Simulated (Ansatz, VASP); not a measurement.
## One calculation of C, two programs

```xyz
12
Lattice="2.4649 0.0000 0.0216 -1.2324 2.1347 -0.0108 0.1803 0.0000 20.6061" Properties=species:S:1:pos:R:3 pbc="T T T"
C     1.4041    0.7116   19.6276
C     1.3139    0.7116    9.3249
C     1.3730    0.7116   16.0696
C     1.2828    0.7116    5.7670
C     0.1110    0.0000   12.6865
C     0.0504    1.4231    5.7558
C     0.0209    0.0000    2.3834
C     1.3434    0.7116   12.6973
C     0.1405    1.4231   16.0592
C     0.0209    1.4231    2.3834
C     0.0815    1.4231    9.3137
C     0.1717    1.4231   19.6172
```

Change from the starting cell: strain +0.0175 x Voigt [0, 0, 0, 0, 1, 0], atoms carried along.

Alike in both runs: task single point; functional PBE; dispersion D3(BJ); k mesh 18 × 18 × 2; occupations gaussian, width 0.15 eV; no spin polarisation.

|  | VASP | Ansatz |
| --- | --- | --- |
| version | VASP 6.6.1 | Ansatz 0.2.0 |
| potentials or method | VASP PAW PBE potentials, release 64 (C), cutoff 520 eV | scalar-relativistic, plane waves, PAW |
| valence electrons in the cell | 48 | 48 |

Ansatz gave:

- gap on the k mesh at the Fermi level (eV): none
- pressure (GPa): 0.0
- traceless stress, the component that is largest in VASP (GPa): 0.01

Q: Which values does VASP return?

A: gap on the k mesh at the Fermi level (eV): none; pressure (GPa): 0.4; traceless stress, the component that is largest in VASP (GPa): -0.51.

A gap of «none» marks a metal or a gap that the smearing closes.
